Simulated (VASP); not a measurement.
A run of VASP 6.6.1 is set up as follows.

INCAR

```
  ALGO = Normal
  EDIFF = 1E-6
  ENCUT = 600
  GGA = PE
  GGA_COMPAT = F
  ISIF = 2
  ISMEAR = -1
  LASPH = T
  LCHARG = F
  LREAL = F
  LWAVE = F
  NBANDS = 27
  NELM = 120
  PREC = Accurate
  SIGMA = 0.02
```

KPOINTS

```
k-points
0
Gamma
  6 6 6
```

The input POSCAR:

```
Cu3N
1.0
    3.7506810116      0.0000000000      0.0000000000
    0.0000000000      3.7506810116      0.0000000000
    0.0000000000      0.0000000000      3.7506810116
Cu N
3 1
Direct
    0.5000000000      0.0000000000      0.0000000000
    0.0000000000      0.5000000000      0.0000000000
    0.0000000000      0.0000000000      0.5000000000
    0.0000000000      0.0000000000      0.0000000000
```

Potentials or basis: VASP PAW PBE potentials, release 64 (Cu, N).

Run with:

```sh
$ cat potpaw_PBE.64/Cu/POTCAR potpaw_PBE.64/N/POTCAR > POTCAR
$ mpirun -np 1 vasp_std > vasp.out
```

Problem. What does it give for the band gap on the k mesh?

Solution. 0.04 eV, indirect (least direct gap 0.59 eV).

Problem. What does it give for the pressure?

Solution. 9.1 GPa.

 A k mesh can miss the band edges.
